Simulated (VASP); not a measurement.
ZrC, 12 atoms in the cell. It takes space group P6_3/mmc (No. 194, hexagonal). Conventional cell: a = 3.335 Å, b = 3.335 Å, c = 16.262 Å, α = 90.00°, β = 90.00°, γ = 120.00°. Within 3.1 Å of Zr (site symmetry 3m) lie 6 C at 2.35 Å. Zr (site symmetry -6m2) has 6 C at 2.37 Å within 3.1 Å. Within 3.1 Å of C (site symmetry 3m) lie 6 Zr at 2.35 to 2.37 Å and 1 C at 2.75 Å. Within 3.1 Å of C (site symmetry -3m) lie 6 Zr at 2.35 Å. 

```yaml
Program: VASP 6.6.1
Task: single point
Functional: PBE
Potentials_or_basis: VASP PAW PBE potentials, release 64 (Zr_sv, C)
Cutoff: 520 eV
k_mesh: 12 × 12 × 3
Occupations: gaussian, width 0.1 eV
Spin: no spin polarisation
Dipole_correction: no
Further_INCAR_settings: ALGO = Normal; EDIFF = 1e-06; NBANDS = 60
```

Potentials or basis: VASP PAW PBE potentials, release 64 (Zr_sv, C).

Command:

```sh
$ cat potpaw_PBE.64/Zr_sv/POTCAR potpaw_PBE.64/C/POTCAR > POTCAR
$ mpirun -np 1 vasp_std > vasp.out
```

Hardware: 1 thread of Intel(R) Xeon(R) Platinum 8488C (Sapphire Rapids) (shared host).

Q: How long does it take, and how much memory?

A: It took 5 min on 1 thread of Intel(R) Xeon(R) Platinum 8488C (Sapphire Rapids) (shared host), peak memory 0.44 GiB. Counts: scf iterations 14, k points 38.
